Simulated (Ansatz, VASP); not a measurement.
BN in VASP and in Ansatz

```
B N
1.0
     2.51218    0.00000    0.00000
    -1.25609    2.17561    0.01632
     0.00000    0.06258    8.34369
B N
2 2
Direct
  0.33333 0.66667 0.25000
  0.66667 0.33333 0.75000
  0.33333 0.66667 0.75000
  0.66667 0.33333 0.25000
```

Change from the starting cell: strain +0.0150 x Voigt [0, 0, 0, 1, 0, 0], atoms carried along.

Alike in both runs: task single point; functional PBE; k mesh 12 × 12 × 4; occupations gaussian, width 0.05 eV; no spin polarisation.

|  | VASP | Ansatz |
| --- | --- | --- |
| version | VASP 6.6.1 | Ansatz 0.2.0 |
| potentials or method | VASP PAW PBE potentials, release 64 (B, N), cutoff 520 eV | scalar-relativistic, plane waves, PAW |
| valence electrons in the cell | 16 | 16 |

VASP gave:

| Item | Value |
| --- | --- |
| gap on the k mesh at the Fermi level (eV) | 4.39 |
| least direct gap on the mesh (eV) | 4.63 |
| pressure (GPa) | 0.0 |
| traceless stress, the component that is largest in VASP (GPa) | -0.13 |

Which values does Ansatz return?

gap on the k mesh at the Fermi level (eV): 4.39; least direct gap on the mesh (eV): 4.64; pressure (GPa): 0.0; traceless stress, the component that is largest in VASP (GPa): 0.04.

The functional is the same, so the differences come from potentials, cutoffs and numerics.
